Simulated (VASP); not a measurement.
## Rh: single point with r2SCAN+D3(BJ)

The system is Rh.

```
CELL_PARAMETERS angstrom
0.00000 1.89785 1.89785
1.89785 0.00000 1.89785
1.89785 1.89785 0.00000
ATOMIC_POSITIONS crystal
Rh 0.00000 0.00000 0.00000
```

| Quantity | Value |
| --- | --- |
| Program | VASP 6.6.1 |
| Task | single point |
| Functional | r2SCAN |
| Dispersion | D3(BJ) |
| Potentials or basis | VASP PAW PBE potentials, release 64 (Rh_pv) |
| Cutoff | 520 eV |
| k mesh | 8 × 8 × 8, shifted |
| Occupations | methfessel-paxton, width 0.05 eV |
| Spin | no spin polarisation |
| Dipole correction | no |
| Further INCAR settings | ALGO = Normal; EDIFF = 1e-06; NBANDS = 14; ISYM = 0 |

- Pressure: -1.4 GPa
- Dispersion energy per atom: -0.307 eV

Levels at points of the mesh, in eV from the Fermi level:
```tsv
k point	band 4	band 5	band 6	band 7	band 8	band 9	band 10	band 11
(0.06, 0.06, 0.06)	-8.03	-3.24	-3.10	-3.10	-1.08	-1.08	16.99	17.42
```

It took 6.3 min on 1 thread of Intel(R) Xeon(R) Platinum 8488C (Sapphire Rapids), with other jobs on the host, peak memory 0.28 GiB.

Caveat: the PAW data sets were made with another functional, which shifts forces and pressure a little; pairwise dispersion overbinds metals, which lowers pressure and volume.
